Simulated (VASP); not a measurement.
Runs of VASP 6.6.1 on InSb. The structure is that of space group P4/nmm (No. 129), or close to it. The cells are those of the table. 

| task | cell | cutoff (eV) | gap on the mesh (eV) | pressure (GPa) | largest force (eV/Å) |
| --- | --- | --- | --- | --- | --- |
| single point | a = 5.525, b = 5.528, c = 3.354 Å, 4 atoms | 520 | none | 2.3 | - |
| relaxation of shape and atoms at fixed volume | relaxed from a = 5.565, b = 5.567, c = 3.376 Å, 4 atoms | 600 | none | 1.1 | 0.01 |
| relaxation of shape and atoms at fixed volume | relaxed from a = 5.350, b = 5.358, c = 3.270 Å, 4 atoms | 600 | none | 8.9 | 0.02 |
| relaxation of shape and atoms at fixed volume | relaxed from a = 5.678, b = 5.680, c = 3.441 Å, 4 atoms | 600 | none | -1.8 | - |
| relaxation of shape and atoms at fixed volume | relaxed from a = 5.640, b = 5.642, c = 3.421 Å, 4 atoms | 600 | none | -1.0 | - |
| single point | a = 5.603, b = 5.605, c = 3.399 Å, 4 atoms | 520 | none | 0.0 | - |
| single point | a = 5.352, b = 5.360, c = 3.267 Å, 4 atoms | 520 | none | 8.9 | 0.01 |
| single point | a = 5.536, b = 5.538, c = 3.360 Å, 4 atoms | 520 | none | 2.0 | - |
| single point | a = 5.651, b = 5.653, c = 3.427 Å, 4 atoms | 520 | none | (a) | 0.02 |
| single point | a = 5.642, b = 5.643, c = 3.419 Å, 4 atoms | 520 | none | -1.0 | - |
| single point | a = 5.538, b = 5.540, c = 3.358 Å, 4 atoms | 520 | none | 2.0 | 0.03 |
| relaxation of shape and atoms at fixed volume | relaxed from a = 5.602, b = 5.605, c = 3.399 Å, 4 atoms | 600 | none | 0.0 | 0.01 |

Alike in all rows: level PBE+D3(BJ); potentials or basis VASP PAW PBE potentials, release 64 (In_d, Sb); no spin polarisation; k mesh 4 × 4 × 8; smearing gaussian 0.05 eV.

Question: Estimate the missing entries.

Answer: (a) -1.3.

Caveats: spin-orbit coupling is left out, which moves the levels of the heavy elements; pairwise dispersion overbinds metals, which lowers pressure and volume; three body term missing (some runs); the relaxation stopped at its first step, so nothing moved (some runs).

A k mesh can miss the band edges, and the runs leave out spin-orbit coupling on In, Sb.

A gap of «none» marks levels without a gap at the run's occupations.
